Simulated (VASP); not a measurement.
A run of VASP 6.6.1 is set up as follows.

File INCAR:

```
SYSTEM = Mg
  PREC = Accurate
  ENCUT = 520
  EDIFF = 1E-8
  ISMEAR = -1
  SIGMA = 0.08
  LREAL = .FALSE.
  LASPH = .TRUE.
  NELM = 80
  ALGO = Normal
  ISIF = 2
  LWAVE = .FALSE.
  LCHARG = .FALSE.
  GGA = PS
  LEFG = .TRUE.
  NBANDS = 9
```

KPOINTS

```
Automatic mesh
0
G
  12 12 7
  0 0 0
```

File POSCAR:

```
Mg
1.0
    3.2092715325      0.0320927153      0.0320927153
   -1.5768426594      2.7632643171      0.0117467491
    0.0521033000      0.0521033000      5.2103300000
Mg
2
Direct
    0.3333333333      0.6666666667      0.2500000000
    0.6666666667      0.3333333333      0.7500000000
```

Potentials or basis: VASP PAW PBE potentials, release 64 (Mg).

The run is started by

```console
$ cat potpaw_PBE.64/Mg/POTCAR > POTCAR
$ mpirun -np 1 vasp_std > vasp.out
```

Predict the largest force.

0.011 eV/Å.

Estimate the pressure.

-1.1 GPa.

Predict the band gap on the k mesh.

zero (band 2 reaches 3.53 eV, above the bottom of band 3 at 1.30 eV).

Electric field gradients, principal values (V/Å²):
```csv
atom,least,middle,greatest (by size)
1 Mg,-0.312,-0.972,1.284
2 Mg,-0.312,-0.972,1.284
```

Caveat: the cell differs from its parent crystal (equal xy, yz and zx shear strains of +2 %); without QUAD_EFG the Cq values of the log hold for a quadrupole moment of 1 mb, not for the nuclei; the PAW data sets were made with another functional, which shifts forces and pressure a little.
